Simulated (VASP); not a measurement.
Runs of VASP 6.6.1 on Ni3Ge. The structure is that of space group Pm-3m (No. 221), or close to it. The cells are those of the table. 

```csv
cell,further INCAR settings,gap on the mesh (eV),pressure (GPa)
"a = 3.578, b = 3.578, c = 3.472 Å, 4 atoms",ALGO = Fast; EDIFF = 1e-07; NBANDS = 30,none,-2.8
"a = 3.631, b = 3.631, c = 3.419 Å, 4 atoms",ALGO = Fast; EDIFF = 1e-06; NBANDS = 30,none,(a)
"a = 3.525, b = 3.525, c = 3.578 Å, 4 atoms",ALGO = Fast; EDIFF = 1e-06; NBANDS = 30,none,-2.7
"a = 3.578, b = 3.578, c = 3.419 Å, 4 atoms",ALGO = Fast; EDIFF = 1e-07; NBANDS = 30,none,0.5
```

Alike in all rows: task single point; level PBEsol; potentials or basis VASP PAW PBE potentials, release 64 (Ni, Ge_d); no spin polarisation; k mesh 14 × 14 × 14; cutoff (eV) 520; smearing gaussian 0.15 eV.

Task: Estimate the missing entries.

Result: (a) -5.3.

Caveats: the PAW data sets were made with another functional, which shifts forces and pressure a little; the stress differs along the axes, from -8 to -1 GPa (at least some runs); the stress differs along the axes, from -1 to 5 GPa (at least some runs).

A k mesh can miss the band edges, and the runs leave out spin-orbit coupling on Ge.

A gap of «none» marks levels without a gap at the run's occupations.
